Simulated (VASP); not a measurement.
Crystal: Ag.

```xyz
1
Lattice="0.0000 2.0756 2.0756 2.0756 0.0000 2.0756 2.0756 2.0756 0.0000" Properties=species:S:1:pos:R:3 pbc="T T T"
Ag    0.0000    0.0000    0.0000
```

```yaml
Program: VASP 6.6.1
Task: relaxation of cell and atoms
Functional: r2SCAN
Potentials_or_basis: VASP PAW PBE potentials, release 64 (Ag)
Cutoff: 600 eV
k_mesh: 10 × 10 × 10
Occupations: fermi-dirac, width 0.02 eV
Spin: no spin polarisation
```

At the start: pressure -2.9 GPa; volume 17.88 Å³/atom.

Task: Where does the relaxation end?

Result: Over 3 steps the energy falls by 5.0 meV/atom and the volume is 17.35 Å³/atom (-3.0 %); space group Fm-3m (No. 225, to 0.05 Å).

The path:
```
step  energy change (eV)  largest force (eV/Å)  pressure (GPa)  volume (Å³)
   1              0.0000                0.0000           -2.90        17.88
   2             -0.0033                0.0000            1.91        17.06
   3             -0.0050                0.0000            0.01        17.35
```

Final structure:
```yaml
crystal:
  lattice:
    - [0.00000, 2.05479, 2.05479]
    - [2.05479, 0.00000, 2.05479]
    - [2.05479, 2.05479, 0.00000]
  atoms:
    - { symbol: Ag, position: [0.00000, 0.00000, 0.00000] }
```

Caveat: the PAW data sets were made with another functional, which shifts forces and pressure a little.
